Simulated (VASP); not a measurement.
Write the native input for VASP 6.6.1 that does the following.

* Task: relaxation of cell and atoms
* Functional: PBE
* Potentials or basis: VASP PAW PBE potentials, release 64 (Cd, Te)
* Cutoff: 600 eV
* k mesh: 6 × 6 × 4
* Occupations: gaussian, width 0.02 eV
* Spin: no spin polarisation
* Dipole correction: no
* Further INCAR settings: ALGO = Normal; EDIFF = 1e-06; IBRION = 2; EDIFFG = -0.01; NSW = 100; ISIF = 3

The structure of CdTe lies in POSCAR:

```
CdTe
1.0
    4.7022808726      0.0000000000      0.0000000000
    0.0000000000      4.7022808726      0.0000000000
    0.0000000000      0.0000000000      6.4934483091
Cd Te
2 2
Direct
    0.0000000000      0.0000000000      0.0000000000
    0.5000000000      0.5000000000      0.0000000000
    0.5000000000      0.0000000000      0.7305277160
    0.0000000000      0.5000000000      0.2694722840
```

This cell differs from its parent crystal: atoms taken out.

These files were run (other wordings do the same):

INCAR

```
SYSTEM = CdTe
ALGO = Normal
EDIFF = 1E-6
EDIFFG = -0.01
ENCUT = 600
GGA = PE
IBRION = 2
ISIF = 3
ISMEAR = 0
LASPH = .TRUE.
LCHARG = .FALSE.
LREAL = .FALSE.
LWAVE = .FALSE.
NELM = 80
NSW = 100
PREC = Accurate
SIGMA = 0.02
```

KPOINTS

```
k-points
0
G
  6 6 4
  0 0 0
```

Potentials or basis: VASP PAW PBE potentials, release 64 (Cd, Te).

The run is started by

```console
$ cat potpaw_PBE.64/Cd/POTCAR potpaw_PBE.64/Te/POTCAR > POTCAR
$ mpirun -np 1 vasp_std > vasp.out
```

It gave:

```yaml
Relaxed_volume: 36.02 Å³/atom
Relaxed_cell: a = 4.708 Å, b = 4.708 Å, c = 6.501 Å, α = 90.00°, β = 90.00°, γ = 90.00°
Space_group_after_relaxing_to_0.1_Å: P4/nmm (No. 129)
Energy_gained_by_relaxing: 0.0 meV/atom
Ionic_steps: 2
Pressure_after_relaxing: 0.0 GPa
Band_gap_on_the_k_mesh: 0.92 eV
```

Caveat: the cell differs from its parent crystal (atoms taken out); spin-orbit coupling is left out, which moves the levels of the heavy elements.

Wall time 3.2 min on 1 thread of Intel Xeon 8259CL, on a shared host, peak memory 0.36 GiB.
